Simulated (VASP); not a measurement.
**Cr: single point with PBE**

Crystal: Cr.

```
Cr
1.0
    -1.44195    1.44195    1.44195
     1.44195   -1.44195    1.44195
     1.44195    1.44195   -1.44195
Cr
1
Cartesian
  0.0000 0.0000 0.0000
```

```json
{
  "Program": "VASP 6.6.1",
  "Task": "single point",
  "Functional": "PBE",
  "Potentials or basis": "VASP PAW PBE potentials, release 64 (Cr_pv)",
  "Cutoff": "500 eV",
  "k mesh": "8 × 8 × 8",
  "Occupations": "fermi-dirac, width 0.3 eV",
  "Spin": "collinear spin, ferromagnetic start",
  "Starting moments": "[3.0] μB"
}
```

The pressure is -6.5 GPa. The band gap on the k mesh is zero (filled and empty bands overlap) and the net moment is 0.00 μB per cell. The valence electrons inside the program's atomic spheres are Cr 10.98.

Levels at points of the mesh, in eV from the Fermi level:
Spin up:
| k point | band 3 | band 4 | band 5 | band 6 | band 7 | band 8 | band 9 | band 10 |
| --- | --- | --- | --- | --- | --- | --- | --- | --- |
| (0.00, 0.00, 0.00) | -42.63 | -7.63 | -0.73 | -0.73 | -0.73 | 1.23 | 1.23 | 7.26 |
| (0.50, 0.00, 0.00) | -42.63 | -4.14 | -2.21 | 1.12 | 1.22 | 1.55 | 2.83 | 7.25 |
| (0.50, 0.50, 0.50) | -43.19 | -3.97 | -3.97 | 2.46 | 2.46 | 2.46 | 7.25 | 10.37 |
Spin down:
```csv
k point,band 4,band 5,band 6,band 7,band 8,band 9
"(0.00, 0.00, 0.00)",-7.63,-0.73,-0.73,-0.73,1.23,1.23
"(0.50, 0.00, 0.00)",-4.14,-2.21,1.12,1.22,1.55,2.83
"(0.50, 0.50, 0.50)",-3.97,-3.97,2.46,2.46,2.46,7.25
```

Wall time 7.7 s on 1 thread of Intel(R) Xeon(R) Platinum 8375C CPU @ 2.90GHz (Ice Lake), with other jobs on the host, peak memory 0.13 GiB.

Caveat: the k points lie up to 0.39 Å⁻¹ apart, too coarse for converged energies and pressures of a metal; so wide a smearing shifts energies and pressures; an empty level that is flat over the whole mesh can mark a ghost state of the potentials, or a narrow d or f band; the moments typed at the start vanished in this run.
